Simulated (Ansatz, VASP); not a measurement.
# C in VASP and in Ansatz

```xyz
4
Lattice="1.3428 -2.2048 0.0000 1.3428 2.2048 0.0000 0.0000 0.0000 8.9872" Properties=species:S:1:pos:R:3 pbc="T T T"
C     1.3428    1.8373    6.7431
C     1.3428   -0.3675    2.2441
C     1.3428   -1.8373    2.2441
C     1.3428    0.3675    6.7431
```

Change from the starting cell: volume 13.304 Å^3 an atom, stretch along a over the lengths across it, relative to the relaxed cell 1.0549.

Alike in both runs: task single point; functional PBE; k mesh 21 × 21 × 6; occupations gaussian, width 0.15 eV; no spin polarisation.

```csv
,VASP,Ansatz
version,VASP 6.6.1,Ansatz 0.2.0
potentials or method,"VASP PAW PBE potentials, release 64 (C), cutoff 520 eV","scalar-relativistic, plane waves, PAW"
valence electrons in the cell,16,16
```

```tsv
	VASP	Ansatz	Ansatz less VASP
gap on the k mesh at the Fermi level (eV)	0.48	0.48	-0.001
least direct gap on the mesh (eV)	0.48	0.48	-0.001
pressure (GPa)	-27.1	-27.3	-0.20
traceless stress, the component that is largest in VASP (GPa)	27.05	27.31	+0.252
rms of the force components (eV/Å)	0.014	0.022	+0.0087
```

Atom by atom the forces differ by 0.009 eV/Å (rms over components). With one functional, cell and mesh, what is left measures potentials, basis and numerics.
